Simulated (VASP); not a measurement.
Runs of VASP 6.6.1 on NbN. The structure is that of space group Fm-3m (No. 225), or close to it. The cells are those of the table. 

```tsv
task	cell	cutoff (eV)	gap on the mesh (eV)	pressure (GPa)
single point	a = 3.144 Å, angles 60.0°, 2 atoms	600	none	-5.7
single point	a = 3.040 Å, angles 60.0°, 2 atoms	600	none	30.1
electric field gradients	a = 3.040 Å, angles 60.0°, 2 atoms	520	none	(c)
electric field gradients	a = 3.062 Å, angles 60.0°, 2 atoms	520	none	(b)
electric field gradients	a = 3.083 Å, angles 60.0°, 2 atoms	520	none	(a)
single point	a = 3.062 Å, angles 60.0°, 2 atoms	600	none	21.4
single point	a = 3.164 Å, angles 60.0°, 2 atoms	600	none	-10.9
single point	a = 3.114 Å, angles 60.0°, 2 atoms	600	none	3.1
```

Alike in all rows: level PBE; potentials or basis VASP PAW PBE potentials, release 64 (Nb_sv, N); no spin polarisation; k mesh 13 × 13 × 13; smearing fermi-dirac 0.08 eV.

**Question.** Fill in the values left out.

**Answer.** (a) 13.6; (b) 21.5; (c) 30.3.

Caveats: the cell stands under pressure (at least some runs); the cell stands under tension (at least some runs).

A k mesh can miss the band edges, and the runs leave out spin-orbit coupling on Nb.

A gap of «none» marks levels without a gap at the run's occupations.
